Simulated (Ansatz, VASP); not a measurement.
# Two plane-wave programs on TeRu

```
Ru Te
1.0
     0.00000    3.11393    3.11393
     3.11393    0.00000    3.11393
     3.11393    3.11393    0.00000
Ru Te
1 1
Cartesian
  0.0000 0.0000 0.0000
  1.5570 1.5570 1.5570
```

Alike in both runs: task single point; functional LDA; k mesh 5 × 5 × 5; occupations gaussian, width 0.05 eV; collinear spin; Hubbard terms Ru d U = 6.0 eV.

|  | VASP | Ansatz |
| --- | --- | --- |
| version | VASP 6.6.1 | Ansatz 0.2.0 |
| potentials or method | VASP PAW LDA potentials, release 64 (Ru_pv, Te), cutoff 500 eV | scalar-relativistic, plane waves, PAW |
| valence electrons in the cell | 20 | 32 |

Ansatz gave:

```
gap on the k mesh at the Fermi level (eV)                     : none
pressure (GPa)                                                : -3.5
net moment per atom (μB)                                      : 1.06
size of the moment on the site where the two differ most (μB) : 1.79
```

Task: Estimate VASP's values.

Result: gap on the k mesh at the Fermi level (eV): none; pressure (GPa): -3.0; net moment per atom (μB): 1.00; size of the moment on the site where the two differ most (μB): 2.08.

LDA's correlation is that of Perdew and Zunger in VASP and of Perdew and Wang (1992) in Ansatz. Site moments also hang on the region over which each program counts them. The programs project onto different local orbitals, so the same U acts differently, and such runs can settle in different states. A gap of «none» marks a metal or a gap that the smearing closes. VASP's potentials hold 20 valence electrons a cell and Ansatz's 32, so a difference there can come from the potentials and not from the codes. Ansatz's warnings: filled band counts differ across k points, specified occupation not kept, symmetry narrowed by occupation matrices.

Neither program's run includes spin-orbit coupling.
